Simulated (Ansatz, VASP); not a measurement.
K2S in VASP and in Ansatz

File POSCAR:

```
K2S
1.0
    0.0000000000      3.7027186909      3.7027186909
    3.7027186909      0.0000000000      3.7027186909
    3.7027186909      3.7027186909      0.0000000000
K S
2 1
Direct
    0.2500000000      0.2500000000      0.2500000000
    0.7500000000      0.7500000000      0.7500000000
    0.0000000000      0.0000000000      0.0000000000
```

File INCAR.step1:

```
  ALGO = Normal
  EDIFF = 1E-5
  ENCUT = 400
  GGA = PE
  GGA_COMPAT = False
  ISIF = 2
  ISMEAR = 0
  LASPH = True
  LCHARG = False
  LREAL = False
  LWAVE = True
  NBANDS = 19
  NELM = 120
  PREC = Accurate
  SIGMA = 0.01
```

INCAR.step2

```
  ALGO = Normal
  EDIFF = 1E-6
  ENCUT = 400
  GGA = PE
  GGA_COMPAT = False
  HFSCREEN = 0.2079
  ISIF = 2
  ISMEAR = 0
  ISTART = 1
  LASPH = True
  LCHARG = False
  LHFCALC = True
  LREAL = False
  LWAVE = False
  NBANDS = 19
  NELM = 120
  PREC = Accurate
  PRECFOCK = Normal
  SIGMA = 0.01
```

Contents of KPOINTS:

```
k-points
0
Gamma
  4 4 4
```

Input for Ansatz:

```yaml
crystal:
  lattice:
    - [0.0, 3.7027186909, 3.7027186909]
    - [3.7027186909, 0.0, 3.7027186909]
    - [3.7027186909, 3.7027186909, 0.0]
  atoms:
    - { symbol: K, position: [0.25, 0.25, 0.25] }
    - { symbol: K, position: [0.75, 0.75, 0.75] }
    - { symbol: S, position: [0.0, 0.0, 0.0] }
kpoints:
  mp_grid: { grid: [4, 4, 4] }
  band_path:
    path:
      - [0.0, 0.0, 0.0]
      - [0.5, 0.0, 0.5]
      - [0.625, 0.25, 0.625]
      - [0.375, 0.375, 0.75]
      - [0.5, 0.5, 0.5]
      - [0.5, 0.25, 0.75]
      - [0.0, 0.5, 0.5]
    npoints: 1
hamiltonian:
  xc: hse06
scf:
  occupations: { method: fixed }
  n_extra_bands: 4
output:
  forces: true
  stress: true
  eigenvalues: true
```

Alike in both runs: task single point; functional HSE06; k mesh 4 × 4 × 4; no spin polarisation.

```csv
,VASP,Ansatz
version,VASP 6.6.1,Ansatz 0.2.0
potentials or method,"VASP PAW PBE potentials, release 64 (K_sv, S)","plane waves, PAW"
plane-wave cutoff (eV),400,420
occupations,"gaussian, width 0.01 eV",fixed
valence electrons in the cell,24,24
```

VASP gave:

| Property | Result |
| --- | --- |
| gap on the k mesh at the Fermi level (eV) | 3.31 |
| pressure (GPa) | 0.2 |

Which values does Ansatz return?

gap on the k mesh at the Fermi level (eV): 3.31; pressure (GPa): 0.1.

Ansatz's warnings: stress exchange threshold loose, stress scf threshold loose.
